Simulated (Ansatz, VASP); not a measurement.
# Two plane-wave programs on Ca

Contents of POSCAR:

```
Ca
1.0
    0.0000000000      2.7835023068      2.7835023068
    2.7835023068      0.0000000000      2.7835023068
    2.7835023068      2.7835023068      0.0000000000
Ca
1
Direct
    0.0000000000      0.0000000000      0.0000000000
```

File INCAR.step1:

```
PREC = Accurate
ENCUT = 520
ISMEAR = -1
SIGMA = 0.1
LREAL = F
LASPH = T
NELM = 60
NBANDS = 11
GGA = PE
ALGO = Normal
EDIFF = 1E-4
LWAVE = T
LCHARG = F
```

INCAR.step2

```
PREC = Accurate
ENCUT = 520
EDIFF = 1E-6
ISMEAR = -1
SIGMA = 0.1
LREAL = F
LASPH = T
NELM = 60
ALGO = Normal
ISIF = 2
LWAVE = F
LCHARG = T
METAGGA = R2SCAN
LMIXTAU = T
LELF = T
LVHAR = T
NBANDS = 11
ISTART = 1
```

The input KPOINTS:

```
regular mesh
0
Gamma
  2 2 2
```

Input for Ansatz:

```yaml
crystal:
  lattice:
    - [0.0, 2.7835023068, 2.7835023068]
    - [2.7835023068, 0.0, 2.7835023068]
    - [2.7835023068, 2.7835023068, 0.0]
  atoms:
    - { symbol: Ca, position: [0.0, 0.0, 0.0] }
hamiltonian:
  xc: r2scan
  pseudopotentials:
    kind: paw
    azcp:
      Ca: "pseudopotentials/Ca.paw.azcp"
basis:
  ecutwfc: 500
  fft_grid_basis: typed
kpoints:
  mp_grid: { grid: [2, 2, 2], shift: [0, 0, 0] }
magnetization:
  spin_polarized: false
scf:
  occupations: { method: fermi_dirac, width: 0.1 }
  lower_state_search: "off"
output:
  stress: true
  write_density: true
  write_potential: true
  elf: true
  volumetric_format: npy
```

Alike in both runs: task single point; functional r2SCAN; k mesh 2 × 2 × 2; occupations fermi-dirac, width 0.1 eV; no spin polarisation.

```csv
,VASP,Ansatz
version,VASP 6.6.1,Ansatz 0.2.0
potentials or method,"VASP PAW PBE potentials, release 64 (Ca_sv), cutoff 520 eV","plane waves (500 eV) with PAW, scalar-relativistic"
valence electrons in the cell,10,10
```

```csv
,VASP,Ansatz,Ansatz less VASP
pressure (GPa),-1.2,-1.2,+0.04
```

VASP's potentials were made for PBE, not for r2SCAN.

The k mesh is coarse, so the values compare programs but aren't converged.
